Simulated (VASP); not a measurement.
# TiAl3 (I4/mmm) in VASP: further runs, part 2 of 2

VASP 6.6.1.

## 4. Single point, PBE

File INCAR:

```
PREC = Accurate ; ENCUT = 520
EDIFF = 1E-7 ; ISMEAR = 0
SIGMA = 0.014 ; LREAL = False
LASPH = True ; NELM = 80
ALGO = Normal ; ISIF = 2
LWAVE = False ; LCHARG = False
GGA = PE ; NBANDS = 18
```

File KPOINTS:

```
regular mesh
0
Gamma
  10 10 10
```

File POSCAR:

```
TiAl3
1.0
   -1.9111067713      1.9111067713      4.2806687947
    1.9111067713     -1.9111067713      4.2806687947
    1.9111067713      1.9111067713     -4.2806687947
Ti Al
1 3
Direct
    0.0000000000      0.0000000000      0.0000000000
    0.2500000000      0.7500000000      0.5000000000
    0.7500000000      0.2500000000      0.5000000000
    0.5000000000      0.5000000000      0.0000000000
```

Potentials or basis: VASP PAW PBE potentials, release 64 (Ti_sv, Al).

Run with:

```console
$ cat potpaw_PBE.64/Ti_sv/POTCAR potpaw_PBE.64/Al/POTCAR > POTCAR
$ mpirun -np 1 vasp_std > vasp.out
```

OUTCAR:

```text
PREC = Accurate
   ENCUT = 520
   EDIFF = 1E-7
   ISMEAR = 0
   LREAL = False
   LASPH = True
   NELM = 80
   ISIF = 2
   GGA = PE

 ion  position               nearest neighbor table
   1  0.000  0.000  0.000-   4 2.70   4 2.70   4 2.70   4 2.70   3 2.87   2 2.87   3 2.87   2 2.87
                             3 2.87   3 2.87   2 2.87   2 2.87
   2  0.250  0.750  0.500-   3 2.70   3 2.70   3 2.70   3 2.70   4 2.87   1 2.87   4 2.87   4 2.87
                             1 2.87   1 2.87   4 2.87   1 2.87
   3  0.750  0.250  0.500-   2 2.70   2 2.70   2 2.70   2 2.70   4 2.87   1 2.87   4 2.87   1 2.87
                             4 2.87   4 2.87   1 2.87   1 2.87
   4  0.500  0.500  0.000-   1 2.70   1 2.70   1 2.70   1 2.70   3 2.87   2 2.87   3 2.87   3 2.87
                             2 2.87   2 2.87   3 2.87   2 2.87

  LATTYP: Found a body centered tetragonal cell.
 ALAT       =     3.8222135426
 C/A-ratio  =     2.2398899208

  Lattice vectors:

 A1 = (  -1.9111067713,   1.9111067713,   4.2806687947)
 A2 = (   1.9111067713,  -1.9111067713,   4.2806687947)
 A3 = (   1.9111067713,   1.9111067713,  -4.2806687947)

Analysis of symmetry for initial positions (statically):
=====================================================================
 Subroutine PRICEL returns:
 Original cell was already a primitive cell.

 Routine SETGRP: Setting up the symmetry group for a
 body centered tetragonal supercell.

 Subroutine GETGRP returns: Found 16 space group operations
 (whereof 16 operations were pure point group operations)
 out of a pool of 16 trial point group operations.

The static configuration has the point symmetry D_4h.

Analysis of symmetry for dynamics (positions and initial velocities):
=====================================================================
 Subroutine PRICEL returns:
 Original cell was already a primitive cell.

 Routine SETGRP: Setting up the symmetry group for a
 body centered tetragonal supercell.

 Subroutine GETGRP returns: Found 16 space group operations
 (whereof 16 operations were pure point group operations)
 out of a pool of 16 trial point group operations.

The dynamic configuration has the point symmetry D_4h.

 Subroutine INISYM returns: Found 16 space group operations
 (whereof 16 operations are pure point group operations),
 and found     1 'primitive' translations

----------------------------------------------------------------------------------------

                                     Primitive cell

  volume of cell :      62.5376

  direct lattice vectors                    reciprocal lattice vectors
    -1.911106771  1.911106771  4.280668795     0.000000000  0.261628501  0.116804178
     1.911106771 -1.911106771  4.280668795     0.261628501  0.000000000  0.116804178
     1.911106771  1.911106771 -4.280668795     0.261628501  0.261628501  0.000000000

  length of vectors
     5.062487878  5.062487878  5.062487878     0.286518217  0.286518217  0.369998575

  position of ions in fractional coordinates (direct lattice)
     0.000000000  0.000000000  0.000000000
     0.250000000  0.750000000  0.500000000
     0.750000000  0.250000000  0.500000000
     0.500000000  0.500000000  0.000000000

[... 32 lines left out ...]

 Following reciprocal coordinates:
            Coordinates               Weight
  0.000000  0.000000  0.000000      1.000000
  0.100000  0.000000 -0.000000      8.000000
  0.200000  0.000000 -0.000000      8.000000
  0.300000  0.000000 -0.000000      8.000000
  0.400000  0.000000  0.000000      8.000000
  0.500000  0.000000 -0.000000      4.000000
[... 16 lines left out ...]
  0.300000  0.300000  0.000000      8.000000
  0.400000  0.300000 -0.000000     16.000000
 [... further k-points ...]
   k-points           NKPTS =    102   k-points in BZ     NKDIM =    102   number of bands    NBANDS=     18
   number of dos      NEDOS =    301   number of ions     NIONS =      4
   total plane-waves  NPLWV =  64000
   dimension x,y,z NGX =    40 NGY =   40 NGZ =   40
   dimension x,y,z NGXF=    80 NGYF=   80 NGZF=   80
   ions per type =               1   3
   NGX,Y,Z   is equivalent  to a cutoff of  13.14, 13.14, 13.14 a.u.
   NGXF,Y,Z  is equivalent  to a cutoff of  26.27, 26.27, 26.27 a.u.
 SYSTEM =  unknown system
   PREC   = accura    normal or accurate (medium, high low for compatibility)
   ISTART =      0    job   : 0-new  1-cont  2-samecut
   ICHARG =      2    charge: 1-file 2-atom 10-const
   ISPIN  =      1    spin polarized calculation?
   LNONCOLLINEAR =      F non collinear calculations
   LSORBIT =      F    spin-orbit coupling
   LASPH  =      T    aspherical Exc in radial PAW
   ENCUT  =  520.0 eV  38.22 Ry    6.18 a.u.   9.41  9.41  9.41*2*pi/ulx,y,z
   NELM   =     80;   NELMIN=  2; NELMDL= -5     # of ELM steps
   EDIFF  = 0.1E-06   stopping-criterion for ELM
   LREAL  =      F    real-space projection
   EDIFFG = 0.1E-05   stopping-criterion for IOM
   NSW    =      0    number of steps for IOM
   IBRION =     -1    ionic relax: 0-MD 1-quasi-New 2-CG
   NFREE  =      0    steps in history (QN), initial steepest desc. (CG)
   ISIF   =      2    stress and relaxation
   ISYM   =      2    0-nonsym 1-usesym 2-fastsym
   POTIM  = 0.5000    time-step for ionic-motion
   TEBEG  =    0.0;   TEEND  =   0.0 temperature during run
   PSTRESS=    0.0 pullay stress
   NELECT =      21.0000    total number of electrons
   NUPDOWN=      -1.0000    fix difference up-down
   EMIN   =  10.00;   EMAX   =-10.00  energy-range for DOS
   EFERMI =   0.00;   METHOD = LEGACY
   ISMEAR =     0;   SIGMA  =   0.01  broadening in eV -4-tet -1-fermi 0-gaus
   EFERMI_NEDOS =   21; number of points for ismear=-14 and -15
   IALGO  =     38    algorithm
   IMIX   =      4    mixing-type and parameters
     AMIX     =   0.40;   BMIX     =  1.00
     AMIX_MAG =   1.60;   BMIX_MAG =  1.00
  volume/ion in A,a.u.               =      15.63       105.51
  Fermi-wavevector in a.u.,A,eV,Ry     =   1.137891  2.150303 17.616776  1.294796
  Thomas-Fermi vector in A             =   2.274596
   LORBIT       =      0    0 simple, 1 ext, 2 COOP (PROOUT), +10 PAW based schemes
   GGA     = PE    functional components
   LHFCALC =     F    Hartree Fock is set to
   AEXX    =    0.0000 exact exchange contribution
   IVDW    =     0    specifies the selected vdW correction
   LEPSILON=     F    determine dielectric tensor
   LRPA    =     F    only Hartree local field effects (RPA)
 non-spin polarized calculation
 Gauss-broadening in eV      SIGMA  =   0.01
  energy-cutoff  :      520.00
  volume of cell :       62.54
 maximum number of plane-waves:      1699
 NGX is ok and might be reduce to    40
   NGX = 19   NGY = 19   NGZ = 19

 number of electron      20.9999999 magnetization

 Free energy of the ion-electron system (eV)
  ---------------------------------------------------
  ext. energy  EPLUGINS =         0.00000000
  ---------------------------------------------------
  free energy    TOTEN  =       -20.65420010 eV

  energy without entropy =      -20.65388925  energy(sigma->0) =      -20.65404468

 E-fermi :   8.3697     XC(G=0): -10.7944

 val. band max:        8.3694590685   @ k =   0.5000   0.5000   0.3000
 cond. band min:       8.3754511178   @ k =  -0.1000   0.1000   0.0000
 fundamental gap:      0.0059920493
 Fermi energy:         8.3696797984

 k-point     1 :       0.0000    0.0000    0.0000
  band No.  band energies     occupation
      1     -48.0871      2.00000
      2     -24.4027      2.00000
      3     -24.4027      2.00000
      4     -24.3279      2.00000
      5      -1.7643      2.00000
      6       5.4993      2.00000
[... 481 lines left out ...]
      5       1.5235      2.00000
      6       2.6471      2.00000
[... 10 lines left out ...]
     17      13.2046      0.00000
     18      14.4243      0.00000

 [... further k-points ...]

------------------------ aborting loop because EDIFF is reached ----------------------------------------

  FORCE on cell =-STRESS in cart. coord.  units (eV):
  Direction    XX          YY          ZZ          XY          YZ          ZX
  --------------------------------------------------------------------------------------
  -------------------------------------------------------------------------------------
  Total        0.8325126      0.8325126      0.7481282      0.0000000      0.0000000      0.0000000
  in kB       21.3284793     21.3284793     19.1666009      0.0000000      0.0000000      0.0000000
  external PRESSURE =      20.6078532 kB  Pullay stress =       0.0000000 kB

 VOLUME and BASIS-vectors are now :
 -----------------------------------------------------------------------------
  energy-cutoff  :      520.00
  volume of cell :       62.54
      direct lattice vectors                 reciprocal lattice vectors
    -1.911106771  1.911106771  4.280668795     0.000000000  0.261628501  0.116804178
     1.911106771 -1.911106771  4.280668795     0.261628501  0.000000000  0.116804178
     1.911106771  1.911106771 -4.280668795     0.261628501  0.261628501  0.000000000

 POSITION                                       TOTAL-FORCE (eV/Angst)
 -----------------------------------------------------------------------------------
      0.00000      0.00000      0.00000         0.000000     -0.000000     -0.000000
      1.91111      0.00000      2.14033        -0.000000     -0.000000     -0.000000
      0.00000      1.91111      2.14033         0.000000      0.000000      0.000000
      0.00000      0.00000      4.28067         0.000000     -0.000000     -0.000000
 -----------------------------------------------------------------------------------
    total drift:                               -0.000000     -0.000000     -0.000000

  FREE ENERGIE OF THE ION-ELECTRON SYSTEM (eV)
  ---------------------------------------------------
  free  energy   TOTEN  =       -20.6542001036 eV

  energy  without entropy=      -20.6538892529  energy(sigma->0) =      -20.65404468
```

OSZICAR:

```text
N       E                     dE             d eps       ncg     rms          rms(c)
DAV:   1     0.121253505693E+03    0.12125E+03   -0.91093E+03  3672   0.107E+03
DAV:   2    -0.137148686649E+02   -0.13497E+03   -0.13136E+03  3746   0.284E+02
DAV:   3    -0.224318387101E+02   -0.87170E+01   -0.85388E+01  5738   0.661E+01
DAV:   4    -0.226688634787E+02   -0.23702E+00   -0.23653E+00  4582   0.101E+01
DAV:   5    -0.226778310785E+02   -0.89676E-02   -0.89660E-02  5670   0.192E+00    0.110E+01
DAV:   6    -0.214347879555E+02    0.12430E+01   -0.20487E+01  5046   0.347E+01    0.689E+00
DAV:   7    -0.207362850743E+02    0.69850E+00   -0.80514E+00  4664   0.202E+01    0.307E+00
DAV:   8    -0.207158990661E+02    0.20386E-01   -0.12016E+00  4638   0.861E+00    0.193E+00
DAV:   9    -0.206539350981E+02    0.61964E-01   -0.41460E-01  4664   0.488E+00    0.237E-01
DAV:  10    -0.206558358468E+02   -0.19007E-02   -0.10440E-02  4510   0.674E-01    0.295E-01
DAV:  11    -0.206541970148E+02    0.16388E-02   -0.71343E-03  5100   0.583E-01    0.405E-02
DAV:  12    -0.206542010950E+02   -0.40802E-05   -0.22130E-04  4644   0.100E-01    0.348E-02
DAV:  13    -0.206542015072E+02   -0.41221E-06   -0.40129E-06  4534   0.145E-02    0.388E-02
DAV:  14    -0.206542016946E+02   -0.18742E-06   -0.40035E-06  5334   0.153E-02    0.356E-02
DAV:  15    -0.206542004993E+02    0.11953E-05   -0.97159E-07  4428   0.606E-03    0.191E-02
DAV:  16    -0.206542002779E+02    0.22138E-06   -0.31111E-07  3744   0.441E-03    0.170E-02
DAV:  17    -0.206542001579E+02    0.12000E-06   -0.16748E-07  3100   0.288E-03    0.115E-02
DAV:  18    -0.206542001036E+02    0.54293E-07   -0.83069E-08  2488   0.231E-03
   1 F= -.20654200E+02 E0= -.20654045E+02  d E =-.310851E-03
```

stdout:

```text
POSCAR found type information on POSCAR TiAl
 POSCAR found :  2 types and       4 ions
 scaLAPACK will be used
 LDA part: xc-table for (Slater+PW92), standard interpolation
 POSCAR, INCAR and KPOINTS ok, starting setup
 FFT: planning ... GRIDC
 FFT: planning ... GRID_SOFT
 FFT: planning ... GRID
 WAVECAR not read
 entering main loop
```

Wall time 2.2 min (1 thread of Intel Xeon 6975P-C (Granite Rapids), shared host); peak memory 0.3 GiB.

What came out:

```
Free energy            : -20.6542 eV
Pressure               : 2.1 GPa
Band gap on the k mesh : zero (an odd number of electrons rules out a gap without spin polarisation)
```

Stress tensor (GPa, compression positive):
```
2.13 0.00 0.00
0.00 2.13 0.00
0.00 0.00 1.92
```

## 5. Single point, PBE

File INCAR:

```
PREC = Accurate ; ENCUT = 520
EDIFF = 1E-7 ; ISMEAR = 0
SIGMA = 0.015 ; LREAL = False
LASPH = True ; NELM = 100
ALGO = Normal ; ISIF = 2
LWAVE = False ; LCHARG = False
GGA = PE ; NBANDS = 18
```

KPOINTS is that of step 4.

POSCAR is that of step 4.

Run with:

```console
$ cat potpaw_PBE.64/Ti_sv/POTCAR potpaw_PBE.64/Al/POTCAR > POTCAR
$ mpirun -np 1 vasp_std > vasp.out
```

Wall time 2.5 min (1 thread of Intel Xeon 6975P-C (Granite Rapids), shared host); peak memory 0.3 GiB.

Results (log left out):

* Free energy: -20.6542 eV
* Pressure: 2.1 GPa
* Band gap on the k mesh: zero (an odd number of electrons rules out a gap without spin polarisation)

Stress tensor (GPa, compression positive):
```
2.14 0.00 0.00
0.00 2.14 0.00
0.00 0.00 1.91
```

Levels at points of the mesh, in eV from the Fermi level:
```csv
k point,band 8,band 9,band 10,band 11,band 12,band 13,band 14,band 15
"(0.00, 0.00, 0.00)",-1.42,-1.24,-1.24,0.83,1.74,1.74,2.23,2.47
"(0.50, 0.00, 0.00)",-2.96,-1.07,-0.27,0.50,1.82,2.09,2.72,3.17
"(0.50, 0.50, 0.00)",-3.78,-2.72,-2.21,-1.00,1.77,1.96,2.70,2.84
"(0.50, 0.50, 0.50)",-0.93,-0.93,-0.24,0.70,0.70,0.95,3.07,4.77
```

## 6. Single point, PBE

File INCAR:

```
PREC = Accurate
ENCUT = 520
EDIFF = 1E-6
ISMEAR = 0
SIGMA = 0.016
LREAL = F
LASPH = T
NELM = 60
ALGO = Fast
ISIF = 2
LWAVE = F
LCHARG = T
GGA = PE
LELF = T
LVHAR = T
NBANDS = 18
```

KPOINTS is that of step 5.

POSCAR is that of step 5.

Potentials or basis: VASP PAW PBE potentials, release 64 (Ti_sv, Al).

Run with:

```console
$ cat potpaw_PBE.64/Ti_sv/POTCAR potpaw_PBE.64/Al/POTCAR > POTCAR
$ mpirun -np 1 vasp_std > vasp.out
```

OUTCAR:

```text
PREC = Accurate
   ENCUT = 520
   EDIFF = 1E-6
   ISMEAR = 0
   LREAL = F
   LASPH = T
   NELM = 60
   ISIF = 2
   GGA = PE

 ion  position               nearest neighbor table
   1  0.000  0.000  0.000-   4 2.70   4 2.70   4 2.70   4 2.70   3 2.87   2 2.87   3 2.87   2 2.87
                             3 2.87   3 2.87   2 2.87   2 2.87
   2  0.250  0.750  0.500-   3 2.70   3 2.70   3 2.70   3 2.70   4 2.87   1 2.87   4 2.87   4 2.87
                             1 2.87   1 2.87   4 2.87   1 2.87
   3  0.750  0.250  0.500-   2 2.70   2 2.70   2 2.70   2 2.70   4 2.87   1 2.87   4 2.87   1 2.87
[... 711 lines left out ...]
  --------------------------------------------------------------------------------------
  -------------------------------------------------------------------------------------
  Total        0.8006883      0.8006883      0.7139843      0.0000000      0.0000000      0.0000000
  in kB       20.5131598     20.5131598     18.2918547      0.0000000      0.0000000      0.0000000
  external PRESSURE =      19.7727248 kB  Pullay stress =       0.0000000 kB

 VOLUME and BASIS-vectors are now :
 -----------------------------------------------------------------------------
  energy-cutoff  :      520.00
  volume of cell :       62.54
      direct lattice vectors                 reciprocal lattice vectors
    -1.911106771  1.911106771  4.280668795     0.000000000  0.261628501  0.116804178
     1.911106771 -1.911106771  4.280668795     0.261628501  0.000000000  0.116804178
     1.911106771  1.911106771 -4.280668795     0.261628501  0.261628501  0.000000000

 POSITION                                       TOTAL-FORCE (eV/Angst)
 -----------------------------------------------------------------------------------
      0.00000      0.00000      0.00000        -0.000000     -0.000000     -0.000000
      1.91111      0.00000      2.14033         0.000000      0.000000     -0.000000
      0.00000      1.91111      2.14033        -0.000000     -0.000000      0.000000
      0.00000      0.00000      4.28067        -0.000000     -0.000000     -0.000000
 -----------------------------------------------------------------------------------
    total drift:                               -0.000000     -0.000000     -0.000000

  FREE ENERGIE OF THE ION-ELECTRON SYSTEM (eV)
  ---------------------------------------------------
  free  energy   TOTEN  =       -20.6542429696 eV

  energy  without entropy=      -20.6538574929  energy(sigma->0) =      -20.65405023
```

OSZICAR:

```text
N       E                     dE             d eps       ncg     rms          rms(c)
DAV:   1     0.121253505134E+03    0.12125E+03   -0.91093E+03  3672   0.107E+03
DAV:   2    -0.137148770811E+02   -0.13497E+03   -0.13136E+03  3746   0.284E+02
DAV:   3    -0.224318480341E+02   -0.87170E+01   -0.85387E+01  5738   0.661E+01
[... 20 lines left out ...]
RMM:  24    -0.206542381375E+02   -0.26424E-05   -0.25936E-05  4175   0.159E-02    0.217E-02
RMM:  25    -0.206542398892E+02   -0.17517E-05   -0.20746E-05  4010   0.130E-02    0.215E-02
RMM:  26    -0.206542411728E+02   -0.12836E-05   -0.14157E-05  3644   0.112E-02    0.222E-02
RMM:  27    -0.206542422776E+02   -0.11048E-05   -0.12749E-05  3682   0.104E-02    0.226E-02
RMM:  28    -0.206542429696E+02   -0.69197E-06   -0.86836E-06  3589   0.958E-03
   1 F= -.20654243E+02 E0= -.20654050E+02  d E =-.385477E-03
```

stdout:

```text
POSCAR found type information on POSCAR TiAl
 POSCAR found :  2 types and       4 ions
 scaLAPACK will be used
 LDA part: xc-table for (Slater+PW92), standard interpolation
 POSCAR, INCAR and KPOINTS ok, starting setup
 FFT: planning ... GRIDC
 FFT: planning ... GRID_SOFT
 FFT: planning ... GRID
 WAVECAR not read
 entering main loop
WARNING in EDDRMM: call to ZHEGV failed, returncode =   8  4      4
```

Run time: 4 min. Hardware: 1 thread of Intel Xeon 6975P-C (Granite Rapids), shared host; peak memory 0.31 GiB.

What came out:

```
Free energy            : -20.6542 eV
Pressure               : 2.0 GPa
Band gap on the k mesh : zero (an odd number of electrons rules out a gap without spin polarisation)
```

## 7. Summary

| smearing | gap on the mesh (eV) | pressure (GPa) |
| --- | --- | --- |
| gaussian 0.012 eV | none | 2.0 |
| gaussian 0.013 eV | none | 2.1 |
| gaussian 0.014 eV | none | 2.1 |
| gaussian 0.015 eV | none | 2.1 |
| gaussian 0.016 eV | none | 2.0 |

Alike in all rows: task single point; level PBE; potentials or basis VASP PAW PBE potentials, release 64 (Ti_sv, Al); no spin polarisation; cell as given; k mesh 10 × 10 × 10; cutoff (eV) 520.

Total energies depend on the potentials used, so only differences within one code and one set of settings carry meaning.
